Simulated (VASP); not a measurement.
Write the native input for VASP 6.6.1 that does the following.

| Property | Result |
| --- | --- |
| Task | single point |
| Functional | LDA |
| Potentials or basis | VASP PAW LDA potentials, release 64 (O, H, Na_sv, Cl) |
| Cutoff | 840 eV |
| k mesh | 1 × 1 × 1 |
| Occupations | fermi-dirac, width 0.02 eV |
| Spin | no spin polarisation |
| Dipole correction | no |
| Further INCAR settings | LREAL = Auto; ALGO = Normal; EDIFF = 1e-06; NBANDS = 70 |

The structure of NaH20ClO10 lies in POSCAR:

```
NaH20ClO10
1.0
    6.3860170000      0.0000000000      0.0000000000
    0.0000000000      6.3860170000      0.0000000000
    0.0000000000      0.0000000000      6.3860170000
O H Na Cl
10 20 1 1
Direct
    0.3841987893      0.5960366219      0.3626830308
    0.8418236281      0.4442205525      0.7311912887
    0.9502480184      0.0793139135      0.5376120984
    0.3909165917     -0.0352332291      0.5528798310
    0.4582512073      0.8611627561      0.9681151804
    0.0478545547      0.1607731392      1.0010621644
    0.9988855338      0.6380972678      0.3539138715
    0.2092384032      0.5947055888      0.7535683040
    0.4594413075      0.3064821155      0.7134963781
    0.7042574425      0.8466466657      0.2777944374
    0.1626365855      0.6318179234      0.3626203939
    0.4577970901      0.4811449766      0.2791881074
    0.7201672028      0.4214833753      0.8116796432
    0.8435774599      0.3453013044      0.6220622338
    0.8300792184      0.0692450396      0.4353261196
    1.0329286627     -0.0460380860      0.5250690689
    0.4001711865      0.1137955004      0.6322876998
    0.5331335635     -0.0621670753      0.5115238497
    0.4617588710      0.9048832786      0.8227663660
    0.3728302007      0.7348712038      0.9516730068
    0.0619165279      0.2114150338      0.8585476675
   -0.1075944521      0.1952077484      1.0273539829
    0.8465370512      0.7517831537      0.2770427952
    0.9584534460      0.4984953845      0.2992318999
    0.2456930509      0.7097538262      0.6541949387
    0.0546036755      0.5692280493      0.7606149498
    0.3569204404      0.4403214085      0.6930297868
    0.4818809596      0.2763381306      0.8622119233
    0.6542888940      0.9028632401      0.1498116901
    0.4819435965      0.7060269335      0.3331967328
    0.2278885258      0.9902729667      0.1630124066
    0.6761491553      0.2816935815      0.1572498163
```

One way to write it, as run:

INCAR

```
SYSTEM = NaH20ClO10
PREC = Accurate ; ENCUT = 840
EDIFF = 1E-6 ; ISMEAR = -1
SIGMA = 0.02 ; LREAL = Auto
LASPH = .TRUE. ; NELM = 120
ALGO = Normal ; ISIF = 2
LWAVE = .FALSE. ; LCHARG = .FALSE.
GGA = CA ; NBANDS = 70
GGA_COMPAT = .FALSE.
```

KPOINTS

```
Automatic mesh
0
G
  1 1 1
  0 0 0
```

Potentials or basis: VASP PAW LDA potentials, release 64 (O, H, Na_sv, Cl).

The run is started by

```sh
$ cat potpaw_LDA.64/O/POTCAR potpaw_LDA.64/H/POTCAR potpaw_LDA.64/Na_sv/POTCAR potpaw_LDA.64/Cl/POTCAR > POTCAR
$ mpirun -np 1 vasp_gam > vasp.out
```

Results of the run:

- Pressure: 5.6 GPa
- Largest force: 3.254 eV/Å
- Band gap on the k mesh: 4.20 eV

Caveat: the k points lie up to 0.98 Å⁻¹ apart; the atoms stand as in a frame of molecular dynamics.

Run time: 46 s on 1 thread of Intel(R) Xeon(R) Platinum 8488C (Sapphire Rapids), with other jobs on the host, peak memory 0.37 GiB.
